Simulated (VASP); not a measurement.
# AsH8NO4 (I-42d) in VASP: single point with PBE+D3(BJ)

Aim: the single point of AsH8NO4 with PBE+D3(BJ).

Program: VASP 6.6.1. These are calculated values, not measurements. Logs are shortened: lines on timing, memory, paths and dates and some standing lists are left out, and cuts for length are marked.

## 1. The cell of the first run

It takes space group I-42d (No. 122, tetragonal). The conventional cell has a = 8.930 Å, b = 8.930 Å, c = 7.526 Å, α = 90.00°, β = 90.00°, γ = 90.00°. H (site symmetry 1) has 1 N at 1.23 Å within 1.7 Å. Within 1.6 Å of H (site symmetry 1) lie 1 O at 1.17 Å. As (site symmetry -4) has 4 O at 1.93 Å within 2.6 Å. Within 1.7 Å of N (site symmetry -4) lie 4 H at 1.23 Å. Within 1.6 Å of O (site symmetry 1) lie 1 H at 1.17 Å.

## 2. Single point, PBE+D3(BJ) (strained)

INCAR reads:

```
SYSTEM = AsH8NO4
ALGO = Normal
EDIFF = 1E-6
ENCUT = 520
GGA = PE
ISIF = 2
ISMEAR = 0
IVDW = 12
LASPH = .TRUE.
LCHARG = .FALSE.
LREAL = Auto
LWAVE = .FALSE.
NBANDS = 62
NELM = 100
PREC = Accurate
SIGMA = 0.02
```

KPOINTS reads:

```
k-points
0
G
  6 6 6
  0 0 0
```

POSCAR reads:

```
AsH8NO4
1.0
   -4.4650082715      4.4650082715      3.7629019900
    4.4650082715     -4.4650082715      3.7629019900
    4.4650082715      4.4650082715     -3.7629019900
H As N O
16 2 2 8
Direct
    0.2949434267      0.4166474639      0.8912252291
    0.5254222347      0.4037181976      0.1087747709
    0.5962818024      0.7050565733      0.1217040371
    0.4550565733      0.8462818024      0.6217040371
    0.5833525361      0.4745777653      0.8782959629
    0.2245777653      0.8333525361      0.3782959629
    0.1537181976      0.7754222347      0.6087747709
    0.1666474639      0.5449434267      0.3912252291
    0.2941583633      0.8995921366      0.9152695510
    0.9843225856      0.3788888123      0.0847304490
    0.6211111877      0.7058416367      0.6054337732
    0.4558416367      0.8711111877      0.1054337732
    0.1004078634      0.0156774144      0.3945662268
    0.7656774144      0.3504078634      0.8945662268
    0.1288888123      0.2343225856      0.5847304490
    0.6495921366      0.5441583633      0.4152695510
    0.7500000000      0.2500000000      0.5000000000
    0.0000000000      0.0000000000      0.0000000000
    0.2500000000      0.7500000000      0.5000000000
    0.5000000000      0.5000000000      0.0000000000
    0.0332240029      0.2930707932      0.6624556243
    0.6306151689      0.3707683786      0.3375443757
    0.6292316214      0.9667759971      0.2598467903
    0.7167759971      0.8792316214      0.7598467903
    0.7069292068      0.3693848311      0.7401532097
    0.1193848311      0.9569292068      0.2401532097
    0.1207683786      0.8806151689      0.8375443757
    0.0430707932      0.2832240029      0.1624556243
```

Potentials or basis: VASP PAW PBE potentials, release 64 (H, As, N, O).

On the command line:

```
> cat potpaw_PBE.64/H/POTCAR potpaw_PBE.64/As/POTCAR potpaw_PBE.64/N/POTCAR potpaw_PBE.64/O/POTCAR > POTCAR
> mpirun -np 1 vasp_std > vasp.out
```

OUTCAR:

```text
SYSTEM = AsH8NO4
   EDIFF = 1E-6
   ENCUT = 520
   GGA = PE
   ISIF = 2
   ISMEAR = 0
   IVDW = 12
   LASPH = .TRUE.
   LREAL = Auto
   NELM = 100
   PREC = Accurate
 IVDW          = 12

 ion  position               nearest neighbor table
   1  0.295  0.417  0.891-  20 1.23
   2  0.525  0.404  0.109-  20 1.23
   3  0.596  0.705  0.122-  20 1.23
   4  0.455  0.846  0.622-  19 1.23
   5  0.583  0.475  0.878-  20 1.23
   6  0.225  0.833  0.378-  19 1.23
[... 8 lines left out ...]
  15  0.129  0.234  0.585-  21 1.17
  16  0.650  0.544  0.415-  22 1.17
  17  0.750  0.250  0.500-  23 1.93  22 1.93  21 1.93  25 1.93
  18  0.000  0.000  0.000-  24 1.93  26 1.93  27 1.93  28 1.93
  19  0.250  0.750  0.500-   6 1.23   4 1.23   7 1.23   8 1.23
  20  0.500  0.500  0.000-   5 1.23   3 1.23   2 1.23   1 1.23
  21  0.033  0.293  0.662-  15 1.17  17 1.93
  22  0.631  0.371  0.338-  16 1.17  17 1.93
  23  0.629  0.967  0.260-  12 1.17  17 1.93
  24  0.717  0.879  0.760-  11 1.17  18 1.93
  25  0.707  0.369  0.740-  14 1.17  17 1.93
  26  0.119  0.957  0.240-  13 1.17  18 1.93
  27  0.121  0.881  0.838-   9 1.17  18 1.93
  28  0.043  0.283  0.162-  10 1.17  18 1.93

  LATTYP: Found a body centered tetragonal cell.
 ALAT       =     8.9300165430
 C/A-ratio  =     0.8427536437

  Lattice vectors:

 A1 = (  -4.4650082715,   4.4650082715,   3.7629019900)
 A2 = (   4.4650082715,  -4.4650082715,   3.7629019900)
 A3 = (   4.4650082715,   4.4650082715,  -3.7629019900)

Analysis of symmetry for initial positions (statically):
=====================================================================
 Subroutine PRICEL returns:
 Original cell was already a primitive cell.

 Routine SETGRP: Setting up the symmetry group for a
 body centered tetragonal supercell.

 Subroutine GETGRP returns: Found  8 space group operations
 (whereof  4 operations were pure point group operations)
 out of a pool of 16 trial point group operations.

The static configuration has the point symmetry S_4 .
 The point group associated with its full space group is D_2d.

Analysis of symmetry for dynamics (positions and initial velocities):
=====================================================================
 Subroutine PRICEL returns:
 Original cell was already a primitive cell.

 Routine SETGRP: Setting up the symmetry group for a
 body centered tetragonal supercell.

 Subroutine GETGRP returns: Found  8 space group operations
 (whereof  4 operations were pure point group operations)
 out of a pool of 16 trial point group operations.

The dynamic configuration has the point symmetry S_4 .
 The point group associated with its full space group is D_2d.

 Subroutine INISYM returns: Found  8 space group operations
 (whereof  4 operations are pure point group operations),
 and found     1 'primitive' translations

----------------------------------------------------------------------------------------

                                     Primitive cell

  volume of cell :     300.0734

  direct lattice vectors                    reciprocal lattice vectors
    -4.465008272  4.465008272  3.762901990     0.000000000  0.111981875  0.132876169
     4.465008272 -4.465008272  3.762901990     0.111981875  0.000000000  0.132876169
     4.465008272  4.465008272 -3.762901990     0.111981875  0.111981875  0.000000000

  length of vectors
     7.350648211  7.350648211  7.350648211     0.173770011  0.173770011  0.158366287

  position of ions in fractional coordinates (direct lattice)
     0.294943427  0.416647464  0.891225229
     0.525422235  0.403718198  0.108774771
     0.596281802  0.705056573  0.121704037
     0.455056573  0.846281802  0.621704037
     0.583352536  0.474577765  0.878295963
     0.224577765  0.833352536  0.378295963
[... 20 lines left out ...]
     0.120768379  0.880615169  0.837544376
     0.043070793  0.283224003  0.162455624

  ion indices of the primitive-cell ions
   primitive index   ion index
                 1           1
                 2           2
                 3           3
                 4           4
                 5           5
                 6           6
[... 20 lines left out ...]
                27          27
                28          28

----------------------------------------------------------------------------------------

 KPOINTS: k-points

Automatic generation of k-mesh.
 Grid dimensions read from file:
 generate k-points for:    6    6    6

 Generating k-lattice:

  Cartesian coordinates                     Fractional coordinates (reciprocal lattice)
     0.000000000  0.018663646  0.022146028     0.166666667  0.000000000 -0.000000000
     0.018663646  0.000000000  0.022146028     0.000000000  0.166666667 -0.000000000
     0.018663646  0.018663646  0.000000000     0.000000000  0.000000000  0.166666667

  Length of vectors
     0.028961668  0.028961668  0.026394381

  Shift w.r.t. Gamma in fractional coordinates (k-lattice)
     0.000000000  0.000000000  0.000000000

 Subroutine IBZKPT returns following result:
 ===========================================

 Found     30 irreducible k-points:

 Following reciprocal coordinates:
            Coordinates               Weight
  0.000000  0.000000  0.000000      1.000000
  0.166667 -0.000000  0.000000      8.000000
  0.333333  0.000000  0.000000      8.000000
  0.500000 -0.000000  0.000000      4.000000
  0.166667  0.166667  0.000000      8.000000
  0.333333  0.166667  0.000000     16.000000
[... 16 lines left out ...]
 -0.333333 -0.333333  0.166667      8.000000
 -0.166667 -0.333333  0.166667      8.000000
 [... further k-points ...]
   k-points           NKPTS =     30   k-points in BZ     NKDIM =     30   number of bands    NBANDS=     62
   number of dos      NEDOS =    301   number of ions     NIONS =     28
   total plane-waves  NPLWV = 175616
   dimension x,y,z NGX =    56 NGY =   56 NGZ =   56
   dimension x,y,z NGXF=   112 NGYF=  112 NGZF=  112
   ions per type =              16   2   2   8
   NGX,Y,Z   is equivalent  to a cutoff of  12.67, 12.67, 12.67 a.u.
   NGXF,Y,Z  is equivalent  to a cutoff of  25.33, 25.33, 25.33 a.u.
 SYSTEM =  AsH8NO4
   PREC   = accura    normal or accurate (medium, high low for compatibility)
   ISTART =      0    job   : 0-new  1-cont  2-samecut
   ICHARG =      2    charge: 1-file 2-atom 10-const
   ISPIN  =      1    spin polarized calculation?
   LNONCOLLINEAR =      F non collinear calculations
   LSORBIT =      F    spin-orbit coupling
   LASPH  =      T    aspherical Exc in radial PAW
   ENCUT  =  520.0 eV  38.22 Ry    6.18 a.u.  13.67 13.67 13.67*2*pi/ulx,y,z
   NELM   =    100;   NELMIN=  2; NELMDL= -5     # of ELM steps
   EDIFF  = 0.1E-05   stopping-criterion for ELM
   LREAL  =      T    real-space projection
   EDIFFG = 0.1E-04   stopping-criterion for IOM
   NSW    =      0    number of steps for IOM
   IBRION =     -1    ionic relax: 0-MD 1-quasi-New 2-CG
   NFREE  =      0    steps in history (QN), initial steepest desc. (CG)
   ISIF   =      2    stress and relaxation
   ISYM   =      2    0-nonsym 1-usesym 2-fastsym
   POTIM  = 0.5000    time-step for ionic-motion
   TEBEG  =    0.0;   TEEND  =   0.0 temperature during run
   PSTRESS=    0.0 pullay stress
   NELECT =      84.0000    total number of electrons
   NUPDOWN=      -1.0000    fix difference up-down
   EMIN   =  10.00;   EMAX   =-10.00  energy-range for DOS
   EFERMI =   0.00;   METHOD = LEGACY
   ISMEAR =     0;   SIGMA  =   0.02  broadening in eV -4-tet -1-fermi 0-gaus
   EFERMI_NEDOS =   21; number of points for ismear=-14 and -15
   IALGO  =     38    algorithm
   IMIX   =      4    mixing-type and parameters
     AMIX     =   0.40;   BMIX     =  1.00
     AMIX_MAG =   1.60;   BMIX_MAG =  1.00
  volume/ion in A,a.u.               =      10.72        72.32
  Fermi-wavevector in a.u.,A,eV,Ry     =   1.070924  2.023754 15.604235  1.146879
  Thomas-Fermi vector in A             =   2.206649
   LORBIT       =      0    0 simple, 1 ext, 2 COOP (PROOUT), +10 PAW based schemes
   GGA     = PE    functional components
   LHFCALC =     F    Hartree Fock is set to
   AEXX    =    0.0000 exact exchange contribution
   IVDW    =    12    specifies the selected vdW correction
   LEPSILON=     F    determine dielectric tensor
   LRPA    =     F    only Hartree local field effects (RPA)
 non-spin polarized calculation
 Gauss-broadening in eV      SIGMA  =   0.02
  energy-cutoff  :      520.00
  volume of cell :      300.07
 maximum number of plane-waves:      8110
   NGX = 27   NGY = 27   NGZ = 27

 number of electron      83.9999987 magnetization

 Free energy of the ion-electron system (eV)
  ---------------------------------------------------
  ext. energy  EPLUGINS =         0.00000000
  ---------------------------------------------------
  free energy    TOTEN  =      -130.02480006 eV

  energy without entropy =     -130.02480006  energy(sigma->0) =     -130.02480006

 E-fermi :   0.1904     XC(G=0):  -7.7560

 val. band max:        0.0958951776   @ k =  -0.3333   0.3333   0.0000
 cond. band min:       1.8436520220   @ k =   0.5000   0.3333   0.0000
 fundamental gap:      1.7477568444
 Fermi energy:         0.1904304126

 k-point     1 :       0.0000    0.0000    0.0000
  band No.  band energies     occupation
      1     -19.5856      2.00000
      2     -19.3555      2.00000
      3     -18.7643      2.00000
      4     -18.7643      2.00000
      5     -18.7326      2.00000
      6     -18.7326      2.00000
[... 46 lines left out ...]
     53       5.7518      0.00000
     54       5.7518      0.00000

 k-point     2 :       0.1667   -0.0000    0.0000
  band No.  band energies     occupation
      1     -19.5702      2.00000
      2     -19.3642      2.00000
      3     -18.7766      2.00000
      4     -18.7677      2.00000
      5     -18.7313      2.00000
      6     -18.7266      2.00000
[... 46 lines left out ...]
     53       5.7849      0.00000
     54       5.8208      0.00000
[... 1195 lines left out ...]
     53       5.8146      0.00000
     54       5.9354      0.00000

 k-point    24 :      -0.1667   -0.3333    0.1667
  band No.  band energies     occupation
      1     -19.5270      2.00000
      2     -19.3876      2.00000
      3     -18.8020      2.00000
      4     -18.7959      2.00000
      5     -18.7046      2.00000
      6     -18.7025      2.00000
[... 46 lines left out ...]
     53       5.8605      0.00000
     54       5.8822      0.00000

 [... further k-points ...]

 [bands above 54 left out]

------------------------ aborting loop because EDIFF is reached ----------------------------------------

 Edisp (eV)   -1.59069

 E8    (eV) :    -0.4114

  FORCE on cell =-STRESS in cart. coord.  units (eV):
  Direction    XX          YY          ZZ          XY          YZ          ZX
  --------------------------------------------------------------------------------------
  -------------------------------------------------------------------------------------
  Total     -27.22927   -27.22927   -13.74458     0.00000     0.00000     0.00000
  in kB    -145.38485  -145.38485   -73.38624     0.00000     0.00000     0.00000
  external pressure =     -121.39 kB  Pullay stress =        0.00 kB

 VOLUME and BASIS-vectors are now :
 -----------------------------------------------------------------------------
  energy-cutoff  :      520.00
  volume of cell :      300.07
      direct lattice vectors                 reciprocal lattice vectors
    -4.465008272  4.465008272  3.762901990     0.000000000  0.111981875  0.132876169
     4.465008272 -4.465008272  3.762901990     0.111981875  0.000000000  0.132876169
     4.465008272  4.465008272 -3.762901990     0.111981875  0.111981875  0.000000000

 POSITION                                       TOTAL-FORCE (eV/Angst)
 -----------------------------------------------------------------------------------
      4.52274      3.43592     -0.67595        -0.221457      2.705180      1.781671
     -0.05773      1.02909      3.08696         0.221457     -2.705180      1.781671
      1.02909      0.05773      4.43885        -2.705180     -0.221457     -1.781671
      4.52274      1.02909      2.55740        -0.221457     -2.705180     -1.781671
      3.43592      4.40728      0.67595         2.705180      0.221457     -1.781671
      4.40728     -1.02909      2.55740         0.221457      2.705180     -1.781671
[... 20 lines left out ...]
      7.13236      0.34692      0.61651        -2.704644      3.761221      2.259989
      1.79765     -0.34692      0.61651         2.704644     -3.761221      2.259989
 -----------------------------------------------------------------------------------
    total drift:                                0.000001      0.000001      0.000000

  FREE ENERGIE OF THE ION-ELECTRON SYSTEM (eV)
  ---------------------------------------------------
  free  energy   TOTEN  =      -131.6154918372 eV

  energy  without entropy=     -131.6154918372  energy(sigma->0) =     -131.61549184
```

Wall time 7.5 min (1 thread of Intel Xeon 6975P-C (Granite Rapids), shared host); peak memory 0.64 GiB.

Results:

- Free energy: -131.6155 eV
- Pressure: -12.1 GPa
- Largest force: 5.155 eV/Å
- Band gap on the k mesh: 1.75 eV
- Dispersion energy per atom: -0.057 eV

Forces in eV/Å, atoms in the order of the input:
```
H   -0.221  2.705  1.782
H    0.221 -2.705  1.782
H   -2.705 -0.221 -1.782
H   -0.221 -2.705 -1.782
H    2.705  0.221 -1.782
H    0.221  2.705 -1.782
H   -2.705  0.221  1.782
H    2.705 -0.221  1.782
H    1.674 -3.738 -1.650
H   -1.674  3.738 -1.650
H    3.738  1.674  1.650
H    1.674  3.738  1.650
H   -3.738 -1.674  1.650
H   -1.674 -3.738  1.650
H    3.738 -1.674 -1.650
H   -3.738  1.674 -1.650
As   0.000  0.000  0.000
As   0.000  0.000  0.000
N    0.000  0.000  0.000
N    0.000  0.000  0.000
O   -3.761  2.705  2.260
O    3.761 -2.705  2.260
O   -2.705 -3.761 -2.260
O   -3.761 -2.705 -2.260
O    2.705  3.761 -2.260
O    3.761  2.705 -2.260
O   -2.705  3.761  2.260
O    2.705 -3.761  2.260
```

Stress tensor (GPa, compression positive):
```
-14.54   0.00   0.00
  0.00 -14.54   0.00
  0.00   0.00  -7.34
```

Caveat: the cell differs from its parent crystal (strained); the stress differs along the axes, from -15 to -7 GPa; forces of over 1 eV/Å act on the atoms, so gaps and moduli don't describe the material at rest.
